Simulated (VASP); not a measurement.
Set up this calculation in VASP 6.6.1, as the native input.

| Property | Result |
| --- | --- |
| Task | single point |
| Functional | PBEsol |
| Potentials or basis | VASP PAW PBE potentials, release 64 (Mg, O) |
| Cutoff | 520 eV |
| k mesh | 10 × 10 × 10 |
| Occupations | gaussian, width 0.02 eV |
| Spin | no spin polarisation |
| Dipole correction | no |
| Further INCAR settings | ALGO = Normal; EDIFF = 1e-07; NBANDS = 11 |

The structure of MgO lies in POSCAR:

```
MgO
1.0
    0.0030532645      2.2474802415      2.2302709325
    2.2404128950      0.0077078915      2.2256163055
    2.2398364045      2.2422491240      0.0082843820
Mg O
1 1
Direct
   -0.0256867199      0.0319204740      0.0126244058
    0.5256867199      0.4680795260      0.4873755942
```

This cell differs from its parent crystal: atoms moved at random and the cell strained at random.

These files were run (other wordings do the same):

INCAR

```
SYSTEM = MgO
ALGO = Normal
EDIFF = 1E-7
ENCUT = 520
GGA = PS
ISIF = 2
ISMEAR = 0
LASPH = .True.
LCHARG = .False.
LREAL = .False.
LWAVE = .False.
NBANDS = 11
NELM = 80
PREC = Accurate
SIGMA = 0.02
```

KPOINTS

```
k-points
0
Gamma
  10 10 10
  0 0 0
```

Potentials or basis: VASP PAW PBE potentials, release 64 (Mg, O).

Command:

```console
$ cat potpaw_PBE.64/Mg/POTCAR potpaw_PBE.64/O/POTCAR > POTCAR
$ mpirun -np 1 vasp_std > vasp.out
```

Results of the run:

```
Pressure               : -17.6 GPa
Largest force          : 0.510 eV/Å
Band gap on the k mesh : 3.09 eV, direct
```

Caveat: the cell differs from its parent crystal (atoms moved at random and the cell strained at random); the PAW data sets were made with another functional, which shifts forces and pressure a little.

Run time: 46 s on 1 thread of Intel(R) Xeon(R) Platinum 8488C (Sapphire Rapids), with other jobs on the host, peak memory 0.25 GiB.
